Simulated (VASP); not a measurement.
Input of a VASP 6.6.1 run:

The input INCAR:

```
SYSTEM = CaB6
ALGO = Normal
EDIFF = 1E-6
ENCUT = 520
GGA = PE
ISIF = 2
ISMEAR = 0
LASPH = .TRUE.
LCHARG = .FALSE.
LREAL = .FALSE.
LWAVE = .FALSE.
NBANDS = 23
NELM = 100
PREC = Accurate
SIGMA = 0.01
```

The input KPOINTS:

```
k-points
0
G
  8 8 8
  0 0 0
```

The input POSCAR:

```
CaB6
1.0
    4.2292700971      0.0000000000      0.0000000000
    0.0000000000      4.2292700971      0.0000000000
    0.0000000000      0.0000000000      4.2292700971
Ca B
1 6
Direct
    0.0000000000      0.0000000000      0.0000000000
    0.2030741063      0.5000000000      0.5000000000
    0.5000000000      0.2030741063      0.5000000000
    0.7969258937      0.5000000000      0.5000000000
    0.5000000000      0.7969258937      0.5000000000
    0.5000000000      0.5000000000      0.2030741063
    0.5000000000      0.5000000000      0.7969258937
```

Potentials or basis: VASP PAW PBE potentials, release 64 (Ca_sv, B).

Run with:

```console
$ cat potpaw_PBE.64/Ca_sv/POTCAR potpaw_PBE.64/B/POTCAR > POTCAR
$ mpirun -np 1 vasp_std > vasp.out
```

Problem. Predict the largest force.

Solution. 0.012 eV/Å.

Problem. Estimate the band gap on the k mesh.

Solution. 0.02 eV.

Problem. What does it give for the pressure?

Solution. -7.7 GPa.

Forces in eV/Å, atoms in the order of the input:
```
Ca   0.000  0.000  0.000
B   -0.012  0.000  0.000
B    0.000 -0.012  0.000
B    0.012  0.000  0.000
B    0.000  0.012  0.000
B    0.000  0.000 -0.012
B    0.000  0.000  0.012
```

Caveat: the cell stands under tension. A k mesh can miss the band edges.
